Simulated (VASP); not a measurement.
# ZnO (I4/mmm) in VASP: single point with HSE06

Aim: the single point of ZnO with HSE06.

Everything below comes from runs of VASP 6.6.1. Logs are shortened: lines on timing, memory, paths and dates and some standing lists are left out, and cuts for length are marked.

**1. The cell of the first run**

Symmetry: I4/mmm, No. 139, tetragonal system. The conventional cell has a = 3.138 Å, b = 3.138 Å, c = 4.087 Å, α = 90.00°, β = 90.00°, γ = 90.00°. Within 2.7 Å of Zn (site symmetry 4/mmm) lie 6 O at 2.04 to 2.22 Å. O (site symmetry 4/mmm) has 6 Zn at 2.04 to 2.22 Å within 2.7 Å.

**2. Single point, HSE06 (epitaxial xy strain +4.0%)**

Contents of POSCAR:

```
ZnO
1.0
    0.0000000000      2.2191212019      2.0433046071
    2.2191212019      0.0000000000      2.0433046071
    2.2191212019      2.2191212019      0.0000000000
Zn O
1 1
Direct
    0.0000000000      0.0000000000      0.0000000000
    0.5000000000      0.5000000000      0.5000000000
```

Contents of INCAR.step1:

```
SYSTEM = ZnO
PREC = Accurate
ENCUT = 520
EDIFF = 1E-5
ISMEAR = 0
SIGMA = 0.01
LREAL = .FALSE.
LASPH = .TRUE.
NELM = 120
ALGO = Normal
ISIF = 2
LWAVE = .TRUE.
LCHARG = .FALSE.
NBANDS = 16
GGA = PE
GGA_COMPAT = .FALSE.
KPAR = 4
```

Contents of INCAR.step2:

```
SYSTEM = ZnO
PREC = Accurate
ENCUT = 520
EDIFF = 1E-6
ISMEAR = 0
SIGMA = 0.01
LREAL = .FALSE.
LASPH = .TRUE.
NELM = 120
ALGO = Normal
ISIF = 2
LWAVE = .FALSE.
LCHARG = .FALSE.
GGA = PE
LHFCALC = .TRUE.
HFSCREEN = 0.2079
PRECFOCK = Normal
NBANDS = 16
ISTART = 1
GGA_COMPAT = .FALSE.
KPAR = 4
```

Contents of KPOINTS:

```
Automatic mesh
0
G
  8 8 8
  0 0 0
```

Potentials or basis: VASP PAW PBE potentials, release 64 (Zn, O).

Run with:

```
cat potpaw_PBE.64/Zn/POTCAR potpaw_PBE.64/O/POTCAR > POTCAR
cp INCAR.step1 INCAR
mpirun -np 4 vasp_std > vasp.out
cp INCAR.step2 INCAR
mpirun -np 4 vasp_std > vasp.out
```

OUTCAR:

```text
SYSTEM = ZnO
   PREC = Accurate
   ENCUT = 520
   EDIFF = 1E-6
   ISMEAR = 0
   LREAL = .FALSE.
   LASPH = .TRUE.
   NELM = 120
   ISIF = 2
   GGA = PE
   LHFCALC = .TRUE.
   HFSCREEN = 0.2079
   PRECFOCK = Normal
   ISTART = 1

 ion  position               nearest neighbor table
   1  0.000  0.000  0.000-   2 2.04   2 2.04   2 2.22   2 2.22   2 2.22   2 2.22
   2  0.500  0.500  0.500-   1 2.04   1 2.04   1 2.22   1 2.22   1 2.22   1 2.22

  LATTYP: Found a body centered tetragonal cell.
 ALAT       =     3.1383113003
 C/A-ratio  =     1.3021682119

  Lattice vectors:

 A1 = (   0.0000000000,  -2.2191212019,  -2.0433046071)
 A2 = (   0.0000000000,   2.2191212019,  -2.0433046071)
 A3 = (   2.2191212019,   0.0000000000,   2.0433046071)

Analysis of symmetry for initial positions (statically):
=====================================================================
 Subroutine PRICEL returns:
 Original cell was already a primitive cell.

 Routine SETGRP: Setting up the symmetry group for a
 body centered tetragonal supercell.

 Subroutine GETGRP returns: Found 16 space group operations
 (whereof 16 operations were pure point group operations)
 out of a pool of 16 trial point group operations.

The static configuration has the point symmetry D_4h.

Analysis of symmetry for dynamics (positions and initial velocities):
=====================================================================
 Subroutine PRICEL returns:
 Original cell was already a primitive cell.

 Routine SETGRP: Setting up the symmetry group for a
 body centered tetragonal supercell.

 Subroutine GETGRP returns: Found 16 space group operations
 (whereof 16 operations were pure point group operations)
 out of a pool of 16 trial point group operations.

The dynamic configuration has the point symmetry D_4h.

 Subroutine INISYM returns: Found 16 space group operations
 (whereof 16 operations are pure point group operations),
 and found     1 'primitive' translations

----------------------------------------------------------------------------------------

                                     Primitive cell

  volume of cell :      20.1245

  direct lattice vectors                    reciprocal lattice vectors
     0.000000000  2.219121202  2.043304607    -0.225314417  0.225314417  0.244701646
     2.219121202  0.000000000  2.043304607     0.225314417 -0.225314417  0.244701646
     2.219121202  2.219121202  0.000000000     0.225314417  0.225314417 -0.244701646

  length of vectors
     3.016553103  3.016553103  3.138311300     0.401761208  0.401761208  0.401761208

  position of ions in fractional coordinates (direct lattice)
     0.000000000  0.000000000  0.000000000
     0.500000000  0.500000000  0.500000000

  ion indices of the primitive-cell ions
   primitive index   ion index
                 1           1
                 2           2

----------------------------------------------------------------------------------------

 KPOINTS: Automatic mesh

Automatic generation of k-mesh.
 Grid dimensions read from file:
 generate k-points for:    8    8    8

 Generating k-lattice:

  Cartesian coordinates                     Fractional coordinates (reciprocal lattice)
    -0.028164302  0.028164302  0.030587706     0.125000000  0.000000000  0.000000000
     0.028164302 -0.028164302  0.030587706     0.000000000  0.125000000  0.000000000
     0.028164302  0.028164302 -0.030587706     0.000000000  0.000000000  0.125000000

  Length of vectors
     0.050220151  0.050220151  0.050220151

  Shift w.r.t. Gamma in fractional coordinates (k-lattice)
     0.000000000  0.000000000  0.000000000

 Subroutine IBZKPT returns following result:
 ===========================================

 Found     59 irreducible k-points:

 Following reciprocal coordinates:
            Coordinates               Weight
  0.000000  0.000000  0.000000      1.000000
  0.125000  0.000000  0.000000      8.000000
  0.250000  0.000000  0.000000      8.000000
  0.375000  0.000000  0.000000      8.000000
  0.500000  0.000000  0.000000      4.000000
  0.125000  0.125000  0.000000      2.000000
[... 16 lines left out ...]
  0.250000  0.000000  0.125000     16.000000
  0.375000 -0.000000  0.125000     16.000000
 [... further k-points ...]
   k-points           NKPTS =     59   k-points in BZ     NKDIM =    512   number of bands    NBANDS=     16
   number of dos      NEDOS =    301   number of ions     NIONS =      2
   total plane-waves  NPLWV =  13824
   dimension x,y,z NGX =    24 NGY =   24 NGZ =   24
   dimension x,y,z NGXF=    48 NGYF=   48 NGZF=   48
   ions per type =               1   1
   NGX,Y,Z   is equivalent  to a cutoff of  13.23, 13.23, 12.71 a.u.
   NGXF,Y,Z  is equivalent  to a cutoff of  26.45, 26.45, 25.43 a.u.
 SYSTEM =  ZnO
   PREC   = accura    normal or accurate (medium, high low for compatibility)
   ISTART =      1    job   : 0-new  1-cont  2-samecut
   ICHARG =      0    charge: 1-file 2-atom 10-const
   ISPIN  =      1    spin polarized calculation?
   LNONCOLLINEAR =      F non collinear calculations
   LSORBIT =      F    spin-orbit coupling
   LASPH  =      T    aspherical Exc in radial PAW
   ENCUT  =  520.0 eV  38.22 Ry    6.18 a.u.   5.61  5.61  5.84*2*pi/ulx,y,z
   NELM   =    120;   NELMIN=  2; NELMDL=  0     # of ELM steps
   EDIFF  = 0.1E-05   stopping-criterion for ELM
   LREAL  =      F    real-space projection
   EDIFFG = 0.1E-04   stopping-criterion for IOM
   NSW    =      0    number of steps for IOM
   IBRION =     -1    ionic relax: 0-MD 1-quasi-New 2-CG
   NFREE  =      0    steps in history (QN), initial steepest desc. (CG)
   ISIF   =      2    stress and relaxation
   ISYM   =      3    0-nonsym 1-usesym 2-fastsym
   POTIM  = 0.5000    time-step for ionic-motion
   TEBEG  =    0.0;   TEEND  =   0.0 temperature during run
   PSTRESS=    0.0 pullay stress
   NELECT =      18.0000    total number of electrons
   NUPDOWN=      -1.0000    fix difference up-down
   EMIN   =  10.00;   EMAX   =-10.00  energy-range for DOS
   EFERMI =   0.00;   METHOD = LEGACY
   ISMEAR =     0;   SIGMA  =   0.01  broadening in eV -4-tet -1-fermi 0-gaus
   EFERMI_NEDOS =   21; number of points for ismear=-14 and -15
   IALGO  =     38    algorithm
   IMIX   =      1    mixing-type and parameters
     AMIX     =   0.40;   BMIX     =  1.00
     AMIX_MAG =   1.60;   BMIX_MAG =  1.00
  volume/ion in A,a.u.               =      10.06        67.90
  Fermi-wavevector in a.u.,A,eV,Ry     =   1.577335  2.980731 33.851102  2.487986
  Thomas-Fermi vector in A             =   2.678033
   LORBIT       =      0    0 simple, 1 ext, 2 COOP (PROOUT), +10 PAW based schemes
   GGA     = PE    functional components
   LHFCALC =     T    Hartree Fock is set to
   PRECFOCK=normal    Normal, Fast or Accurate (Low or Medium for compatibility)
   ENCUT4O =  -1.0   cutoff for four orbital integrals eV
   NKREDX  =     1    reduce k-point grid by
   NKREDY  =     1    reduce k-point grid by
   NKREDZ  =     1    reduce k-point grid by
   AEXX    =    0.2500 exact exchange contribution
   HFSCREEN=    0.2079 screening length (either q_TF or 0.3 A-1)
   HFSCREENC=   0.2079 screening length for correlation (either q_TF or 0.3 A-1)
   ENCUTFOCK=  -1.0 apply spherical cutoff to Coloumb kernel
   IVDW    =     0    specifies the selected vdW correction
   LEPSILON=     F    determine dielectric tensor
   LRPA    =     F    only Hartree local field effects (RPA)
 non-spin polarized calculation
 Gauss-broadening in eV      SIGMA  =   0.01
  energy-cutoff  :      520.00
  volume of cell :       20.12
 maximum number of plane-waves:       556
 NGX is ok and might be reduce to    24
  NGX = 18; NGY = 18; NGZ = 18

 number of electron      18.0000007 magnetization

 Free energy of the ion-electron system (eV)
  ---------------------------------------------------
  ext. energy  EPLUGINS =         0.00000000
  ---------------------------------------------------
  free energy    TOTEN  =       -11.06729155 eV

  energy without entropy =      -11.06729155  energy(sigma->0) =      -11.06729155

 E-fermi :   1.5451     XC(G=0):  -9.8928

 val. band max:        1.4132005231   @ k =   0.5000   0.0000   0.0000
 cond. band min:       3.7356881289   @ k =   0.0000   0.0000   0.0000
 fundamental gap:      2.3224876057
 Fermi energy:         1.5450530093

 k-point     1 :       0.0000    0.0000    0.0000
  band No.  band energies     occupation
      1     -18.6520      2.00000
      2      -4.7877      2.00000
      3      -4.7877      2.00000
      4      -4.7140      2.00000
      5      -4.6922      2.00000
      6      -4.5791      2.00000
[... 8 lines left out ...]
     15      21.9710      0.00000
     16      21.9710      0.00000

 k-point     2 :       0.1250    0.0000    0.0000
  band No.  band energies     occupation
      1     -18.4815      2.00000
      2      -4.8744      2.00000
      3      -4.8575      2.00000
      4      -4.7857      2.00000
      5      -4.7037      2.00000
      6      -4.6532      2.00000
[... 8 lines left out ...]
     15      22.6158      0.00000
     16      23.9889      0.00000

 k-point     3 :       0.2500    0.0000    0.0000
  band No.  band energies     occupation
      1     -18.0375      2.00000
      2      -5.2988      2.00000
      3      -5.1790      2.00000
      4      -5.1779      2.00000
      5      -4.5660      2.00000
      6      -4.5543      2.00000
[... 8 lines left out ...]
     15      24.1272      0.00000
     16      24.6146      0.00000

 k-point     4 :       0.3750    0.0000    0.0000
  band No.  band energies     occupation
      1     -17.5352      2.00000
      2      -6.1492      2.00000
      3      -5.5193      2.00000
      4      -5.4548      2.00000
      5      -4.4655      2.00000
      6      -4.3967      2.00000
[... 8 lines left out ...]
     15      26.2374      0.00000
     16      26.5560      0.00000
[... 324 lines left out ...]
 k-point    22 :       0.1250    0.0000    0.1250
  band No.  band energies     occupation
      1     -18.4502      2.00000
      2      -4.9927      2.00000
      3      -4.8364      2.00000
      4      -4.7491      2.00000
      5      -4.6753      2.00000
      6      -4.5907      2.00000
[... 8 lines left out ...]
     15      25.1512      0.00000
     16      25.1812      0.00000

 k-point    23 :       0.2500    0.0000    0.1250
  band No.  band energies     occupation
      1     -18.1242      2.00000
      2      -5.3254      2.00000
      3      -4.9721      2.00000
      4      -4.8576      2.00000
      5      -4.6443      2.00000
      6      -4.5282      2.00000
[... 8 lines left out ...]
     15      25.0656      0.00000
     16      26.8830      0.00000

 k-point    24 :       0.3750   -0.0000    0.1250
  band No.  band energies     occupation
      1     -17.6515      2.00000
      2      -5.7662      2.00000
      3      -5.3383      2.00000
      4      -5.2230      2.00000
      5      -4.5181      2.00000
      6      -4.4216      2.00000
[... 8 lines left out ...]
     15      25.2927      0.00000
     16      27.9135      0.00000

 [... further k-points ...]
[... 5 lines left out ...]
  --------------------------------------------------------------------------------------
  -------------------------------------------------------------------------------------
  Total       -0.5896445     -0.5896445      0.4037794      0.0000000      0.0000000      0.0000000
  in kB      -46.9435237    -46.9435237     32.1461974      0.0000000      0.0000000      0.0000000
  external PRESSURE =     -20.5802833 kB  Pullay stress =       0.0000000 kB

 VOLUME and BASIS-vectors are now :
 -----------------------------------------------------------------------------
  energy-cutoff  :      520.00
  volume of cell :       20.12
      direct lattice vectors                 reciprocal lattice vectors
     0.000000000  2.219121202  2.043304607    -0.225314417  0.225314417  0.244701646
     2.219121202  0.000000000  2.043304607     0.225314417 -0.225314417  0.244701646
     2.219121202  2.219121202  0.000000000     0.225314417  0.225314417 -0.244701646

 POSITION                                       TOTAL-FORCE (eV/Angst)
 -----------------------------------------------------------------------------------
      0.00000      0.00000      0.00000         0.000000      0.000000      0.000000
      2.21912      2.21912      2.04330         0.000000      0.000000      0.000000
 -----------------------------------------------------------------------------------
    total drift:                                0.000000      0.000000     -0.000001

  FREE ENERGIE OF THE ION-ELECTRON SYSTEM (eV)
  ---------------------------------------------------
  free  energy   TOTEN  =       -11.0672915549 eV

  energy  without entropy=      -11.0672915549  energy(sigma->0) =      -11.06729155
```

Wall time 30 min (4 MPI ranks of Intel Xeon Platinum 8559C (Emerald Rapids), shared host); peak memory 0.25 GiB.

Results:

* Free energy: -11.0673 eV
* Pressure: -2.1 GPa
* Band gap on the k mesh: 2.32 eV (least direct gap 3.54 eV)

Caveat: the cell differs from its parent crystal (epitaxial xy strain +4.0%); the PAW data sets were made with another functional, which shifts forces and pressure a little. A k mesh can miss the band edges.
